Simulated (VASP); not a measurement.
Crystal: Ta.

```xyz
1
Lattice="-1.6529 1.6529 1.6529 1.6529 -1.6529 1.6529 1.6529 1.6529 -1.6529" Properties=species:S:1:pos:R:3 pbc="T T T"
Ta    0.0000    0.0000    0.0000
```

| Property | Result |
| --- | --- |
| Program | VASP 6.6.1 |
| Task | relaxation of cell and atoms |
| Functional | PBEsol |
| Potentials or basis | VASP PAW PBE potentials, release 64 (Ta_pv) |
| Cutoff | 600 eV |
| k mesh | 22 × 22 × 22 |
| Occupations | fermi-dirac, width 0.05 eV |
| Spin | no spin polarisation |

At the start: pressure -4.2 GPa; volume 18.06 Å³/atom.

**Question.** How do energy, volume and symmetry change on relaxing?

**Answer.** Over 4 steps the energy falls by 5.0 meV/atom and the volume is 17.68 Å³/atom (-2.1 %); space group Im-3m (No. 229, to 0.05 Å).

Step by step:
| step | energy change (eV) | largest force (eV/Å) | pressure (GPa) | volume (Å³) |
| --- | --- | --- | --- | --- |
| 1 | 0.0000 | 0.0000 | -4.19 | 18.06 |
| 2 | 0.0221 | 0.0000 | 10.89 | 16.86 |
| 3 | -0.0050 | 0.0000 | -0.07 | 17.69 |
| 4 | -0.0050 | 0.0000 | 0.02 | 17.68 |

Final structure:
```
Ta
1.0
    -1.64127    1.64127    1.64127
     1.64127   -1.64127    1.64127
     1.64127    1.64127   -1.64127
Ta
1
Direct
  0.00000 0.00000 0.00000
```

Caveat: the PAW data sets were made with another functional, which shifts forces and pressure a little.
